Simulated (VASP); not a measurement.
Here is a VASP 6.6.1 calculation.

INCAR

```
SYSTEM = TaSi2
PREC = Accurate ; ENCUT = 520
EDIFF = 1E-7 ; ISMEAR = 0
SIGMA = 0.1 ; LREAL = Auto
LASPH = .True. ; NELM = 80
ALGO = Normal ; ISIF = 2
LWAVE = .False. ; LCHARG = .False.
LDIPOL = .True. ; IDIPOL = 3
DIPOL = 0.5 0.5 0.500 ; GGA = PS
NBANDS = 60
```

Contents of KPOINTS:

```
regular mesh
0
Gamma
  9 9 1
  0 0 0
```

Contents of POSCAR:

```
TaSi2
1.0
    4.7608595400      0.0000000000      0.0000000000
   -2.3804297700      4.1230253055      0.0000000000
    0.0000000000      0.0000000000     23.7410454765
Ta Si
5 10
Direct
    0.5000000000      0.5000000000      0.3159085815
    0.0000000000      0.5000000000      0.4079542908
    0.5000000000      0.0000000000      0.5000000000
    0.5000000000      0.5000000000      0.5920457092
    0.0000000000      0.5000000000      0.6840914185
    0.1592675414      0.8407324586      0.3159085815
    0.8407324586      0.1592675414      0.3159085815
    0.6814649172      0.8407324586      0.4079542908
    0.3185350828      0.1592675414      0.4079542908
    0.8407324586      0.6814649172      0.5000000000
    0.1592675414      0.3185350828      0.5000000000
    0.1592675414      0.8407324586      0.5920457092
    0.8407324586      0.1592675414      0.5920457092
    0.6814649172      0.8407324586      0.6840914185
    0.3185350828      0.1592675414      0.6840914185
```

Potentials or basis: VASP PAW PBE potentials, release 64 (Ta_pv, Si).

Command:

```console
$ cat potpaw_PBE.64/Ta_pv/POTCAR potpaw_PBE.64/Si/POTCAR > POTCAR
$ mpirun -np 1 vasp_std > vasp.out
```

What does it give for the largest force?

1.211 eV/Å.

What does it give for the band gap on the k mesh?

Zero (an odd number of electrons rules out a gap without spin polarisation).

Forces in eV/Å, atoms in the order of the input:
```
Ta   0.000  0.000  1.211
Ta   0.000  0.000  0.449
Ta   0.000  0.000  0.000
Ta   0.000  0.000 -0.449
Ta   0.000  0.000 -1.211
Si   0.379 -0.208 -0.584
Si  -0.379  0.208 -0.584
Si   0.079 -0.315 -0.327
Si  -0.079  0.315 -0.327
Si   0.000 -0.085  0.000
Si   0.000  0.085  0.000
Si  -0.079 -0.315  0.327
Si   0.079  0.315  0.327
Si  -0.379 -0.208  0.584
Si   0.379  0.208  0.584
```

Caveat: the PAW data sets were made with another functional, which shifts forces and pressure a little; spin-orbit coupling is left out, which moves the levels of the heavy elements; an odd number of electrons without spin polarisation forces a metal; a magnetic or distorted state may lie lower.
